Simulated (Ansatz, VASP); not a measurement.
**As: VASP beside Ansatz**

Contents of INCAR:

```
PREC = Accurate
ENCUT = 510
EDIFF = 1E-6
ISMEAR = -1
SIGMA = 0.05
LREAL = False
LASPH = True
NELM = 120
ALGO = Normal
ISIF = 2
LWAVE = False
LCHARG = False
GGA = PS
NBANDS = 22
GGA_COMPAT = False
```

The input KPOINTS:

```
Automatic mesh
0
Gamma
  7 7 7
```

File POSCAR:

```
As
1.0
    1.8619889297      1.0750198097      3.5140619945
   -1.8619889297      1.0750198097      3.5140619945
    0.0000000000     -2.1500396196      3.5140619945
As
2
Direct
    0.2260000000      0.2260000000      0.2260000000
    0.7740000000      0.7740000000      0.7740000000
```

input.yaml

```yaml
crystal:
  lattice:
    - [1.8619889297, 1.0750198097, 3.5140619945]
    - [-1.8619889297, 1.0750198097, 3.5140619945]
    - [0.0, -2.1500396196, 3.5140619945]
  atoms:
    - { symbol: As, position: [0.226, 0.226, 0.226] }
    - { symbol: As, position: [0.774, 0.774, 0.774] }
hamiltonian:
  xc: pbesol
  pseudopotentials: { kind: paw }
kpoints:
  mp_grid: { grid: [7, 7, 7] }
scf:
  occupations: { method: fermi_dirac, width: 0.05 }
output:
  forces: true
  stress: true
  eigenvalues: true
```

Alike in both runs: task single point; functional PBEsol; k mesh 7 × 7 × 7; occupations fermi-dirac, width 0.05 eV; no spin polarisation.

|  | VASP | Ansatz |
| --- | --- | --- |
| version | VASP 6.6.1 | Ansatz 0.2.0 |
| potentials or method | VASP PAW PBE potentials, release 64 (As_d) | Ansatz PAW |
| plane-wave cutoff (eV) | 510 | 420 |
| valence electrons in the cell | 30 | 30 |

VASP gave:

```
gap on the k mesh at the Fermi level (eV)                     : none
pressure (GPa)                                                : 2.2
traceless stress, the component that is largest in VASP (GPa) : -1.25
rms of the force components (eV/Å)                            : 0.263
```

Q: Which values does Ansatz return?

A: gap on the k mesh at the Fermi level (eV): none; pressure (GPa): 2.0; traceless stress, the component that is largest in VASP (GPa): -1.23; rms of the force components (eV/Å): 0.258.

VASP's potentials were made for PBE, not for PBEsol. Atom by atom the forces differ by 0.005 eV/Å (rms over components). A gap of «none» marks a metal or a gap that the smearing closes. With one functional, cell and mesh, what is left measures potentials, basis and numerics.
